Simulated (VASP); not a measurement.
Wanted: the native input for a VASP 6.6.1 run.

```yaml
Task: single point
Functional: PBE
Potentials_or_basis: VASP PAW PBE potentials, release 64 (Ta_pv, N)
Cutoff: 520 eV
k_mesh: 15 × 15 × 15
Occupations: fermi-dirac, width 0.05 eV
Spin: no spin polarisation
Dipole_correction: no
Further_INCAR_settings: ALGO = Normal; EDIFF = 1e-06; NBANDS = 15
```

The structure of TaN (CsCl type) lies in POSCAR:

```
TaN
1.0
    2.6358404671      0.0000000000      0.0000000000
    0.0000000000      2.6358404671      0.0000000000
    0.0000000000      0.0000000000      2.6358404671
Ta N
1 1
Direct
    0.0000000000      0.0000000000      0.0000000000
    0.5000000000      0.5000000000      0.5000000000
```

This cell differs from its parent crystal: volume scaled by 0.88.

The input as run:

INCAR

```
SYSTEM = TaN
PREC = Accurate ; ENCUT = 520
EDIFF = 1E-6 ; ISMEAR = -1
SIGMA = 0.05 ; LREAL = .FALSE.
LASPH = .TRUE. ; NELM = 100
ALGO = Normal ; ISIF = 2
LWAVE = .FALSE. ; LCHARG = .FALSE.
GGA = PE ; NBANDS = 15
```

KPOINTS

```
Automatic mesh
0
G
  15 15 15
  0 0 0
```

Potentials or basis: VASP PAW PBE potentials, release 64 (Ta_pv, N).

The run is started by

```console
$ cat potpaw_PBE.64/Ta_pv/POTCAR potpaw_PBE.64/N/POTCAR > POTCAR
$ mpirun -np 1 vasp_std > vasp.out
```

It gave:

* Pressure: 54.2 GPa
* Band gap on the k mesh: zero (band 8 reaches 17.37 eV, above the bottom of band 9 at 7.86 eV)

Caveat: spin-orbit coupling is left out, which moves the levels of the heavy elements.

It took 15 s on 1 thread of AMD EPYC 9R45 96-Core Processor (Zen 5) (shared host), peak memory 0.12 GiB.
